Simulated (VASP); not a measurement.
Wanted: the native input for a VASP 6.6.1 run.

```
Task                   : single point
Functional             : PBEsol
Dispersion             : D4
Potentials or basis    : VASP PAW PBE potentials, release 64 (W_sv, Si)
Cutoff                 : 520 eV
k mesh                 : 12 × 12 × 12
Occupations            : fermi-dirac, width 0.05 eV
Spin                   : no spin polarisation
Dipole correction      : no
Further INCAR settings : ALGO = Normal; EDIFF = 1e-07; NBANDS = 18
```

The structure of Si2W lies in POSCAR:

```
Si2W
1.0
   -1.5922269946      1.5922269946      3.8919456352
    1.5922269946     -1.5922269946      3.8919456352
    1.5922269946      1.5922269946     -3.8919456352
W Si
1 2
Direct
    0.0000000000      0.0000000000      0.0000000000
    0.6657654717      0.6657654717      0.0000000000
    0.3342345283      0.3342345283      0.0000000000
```

One way to write it, as run:

INCAR

```
SYSTEM = Si2W
PREC     = Accurate       ! precision mode
ENCUT    = 520            ! plane-wave cutoff, eV
EDIFF    = 1E-7           ! SCF threshold, eV
ISMEAR   = -1             ! smearing method
SIGMA    = 0.05           ! smearing width, eV
LREAL    = .False.        ! projectors in reciprocal space
LASPH    = .True.         ! aspherical terms in the spheres
NELM     = 100            ! most SCF steps
ALGO     = Normal         ! electronic algorithm
ISIF     = 2              ! what is computed and relaxed
LWAVE    = .False.        ! write WAVECAR
LCHARG   = .False.        ! write CHGCAR
GGA      = PS             ! functional
IVDW     = 13             ! dispersion correction
NBANDS   = 18             ! bands
```

KPOINTS

```
regular mesh
0
Gamma
  12 12 12
  0 0 0
```

Potentials or basis: VASP PAW PBE potentials, release 64 (W_sv, Si).

The run is started by

```bash
$ cat potpaw_PBE.64/W_sv/POTCAR potpaw_PBE.64/Si/POTCAR > POTCAR
$ mpirun -np 1 vasp_std > vasp.out
```

It gave:

```
Pressure                   : 0.4 GPa
Largest force              : 0.013 eV/Å
Band gap on the k mesh     : zero (bands 11 and 12 overlap by 1.38 eV)
Dispersion energy per atom : -0.340 eV
```

Caveat: the PAW data sets were made with another functional, which shifts forces and pressure a little; spin-orbit coupling is left out, which moves the levels of the heavy elements.

It took 2.3 min on 1 thread of Intel Xeon 8259CL (shared host), peak memory 0.28 GiB.
